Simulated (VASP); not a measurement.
A run of VASP 6.6.1 is set up as follows.

The input INCAR:

```
ALGO     = Normal         # electronic algorithm
EDIFF    = 1E-6           # SCF threshold, eV
ENCUT    = 520            # plane-wave cutoff, eV
GGA      = PE             # functional
ISIF     = 2              # what is computed and relaxed
ISMEAR   = -1             # smearing method
ISPIN    = 2              # spin polarisation
LASPH    = True           # aspherical terms in the spheres
LCHARG   = True           # write CHGCAR
LELF     = True           # ELF
LMAXMIX  = 4              # l up to which the mixer works
LORBIT   = 11             # projections on sites
LREAL    = False          # projectors in reciprocal space
LVHAR    = True         
LWAVE    = False          # write WAVECAR
MAGMOM   = 0 0 5          # initial moments
NBANDS   = 28             # bands
NELM     = 150            # most SCF steps
NUPDOWN  = 5.0            # fixed moment
PREC     = Accurate       # precision mode
SIGMA    = 0.05           # smearing width, eV
```

KPOINTS

```
k-points
0
Gamma
  9 9 4
```

POSCAR

```
MnPt2
1.0
    2.8584044518      0.0000000000      0.0000000000
   -1.4292022259      2.4754508696      0.0000000000
    0.0000000000      0.0000000000      6.5325040000
Pt Mn
2 1
Direct
    0.6666666667      0.3333333333      0.3162060000
    0.3333333333      0.6666666667      0.6837940000
    0.0000000000      0.0000000000      0.0000000000
```

Potentials or basis: VASP PAW PBE potentials, release 64 (Pt, Mn_pv).

Command:

```bash
$ cat potpaw_PBE.64/Pt/POTCAR potpaw_PBE.64/Mn_pv/POTCAR > POTCAR
$ mpirun -np 1 vasp_std > vasp.out
```

Problem. Predict the largest force.

Solution. 0.071 eV/Å.

Problem. Estimate the pressure.

Solution. 0.8 GPa.

Stress tensor (GPa, compression positive):
```
-0.35  0.00  0.00
 0.00 -0.35  0.00
 0.00  0.00  3.11
```

Caveat: the total moment is fixed, so each spin has its own Fermi level.
